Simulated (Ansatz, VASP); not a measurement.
Mg: VASP beside Ansatz

Contents of INCAR:

```
ALGO = Normal
EDIFF = 1E-8
ENCUT = 520
GGA = CA
ISIF = 2
ISMEAR = -1
LASPH = True
LCHARG = False
LEFG = True
LREAL = False
LWAVE = False
NBANDS = 7
NELM = 80
PREC = Accurate
SIGMA = 0.03
```

KPOINTS

```
k-points
0
Gamma
  16 16 16
```

Contents of POSCAR:

```
Mg
1.0
    0.0000000000      2.2442560000      2.2442560000
    2.2442560000      0.0000000000      2.2442560000
    2.2442560000      2.2442560000      0.0000000000
Mg
1
Direct
    0.0000000000      0.0000000000      0.0000000000
```

Input for Ansatz:

```yaml
crystal:
  lattice:
    - [0.0, 2.244256, 2.244256]
    - [2.244256, 0.0, 2.244256]
    - [2.244256, 2.244256, 0.0]
  atoms:
    - { symbol: Mg, position: [0.0, 0.0, 0.0] }
kpoints:
  mp_grid: { grid: [16, 16, 16] }
  band_path:
    path:
      - [0.0, 0.0, 0.0]
      - [0.5, 0.0, 0.5]
      - [0.625, 0.25, 0.625]
      - [0.375, 0.375, 0.75]
      - [0.0, 0.0, 0.0]
      - [0.5, 0.5, 0.5]
      - [0.5, 0.25, 0.75]
      - [0.5, 0.0, 0.5]
    npoints: 14
scf:
  occupations: { method: fermi_dirac, width: 0.03 }
hamiltonian:
  xc: lda
  pseudopotentials: { kind: paw }
output:
  forces: true
  stress: true
  eigenvalues: true
  efg: { contact_densities: true }
  populations: true
  bader: true
  dos: { projected: true, de: 0.2, e_range: [-14, 8] }
  write_density: true
  write_potential: true
  elf: true
  volumetric_format: npy
```

Alike in both runs: task electric field gradients; functional LDA; k mesh 16 × 16 × 16; occupations fermi-dirac, width 0.03 eV; no spin polarisation.

|  | VASP | Ansatz |
| --- | --- | --- |
| version | VASP 6.6.1 | Ansatz 0.2.0 |
| potentials or method | VASP PAW LDA potentials, release 64 (Mg) | PAW with Ansatz's default frozen-core files, scalar-relativistic |
| plane-wave cutoff (eV) | 520 | 420 |
| valence electrons in the cell | 2 | 10 |

|  | VASP | Ansatz | Ansatz less VASP |
| --- | --- | --- | --- |
| pressure (GPa) | -1.7 | -1.3 | +0.32 |

LDA's correlation is that of Perdew and Zunger in VASP and of Perdew and Wang (1992) in Ansatz. VASP's potentials hold 2 valence electrons a cell and Ansatz's 10, so a difference there can come from the potentials and not from the codes.
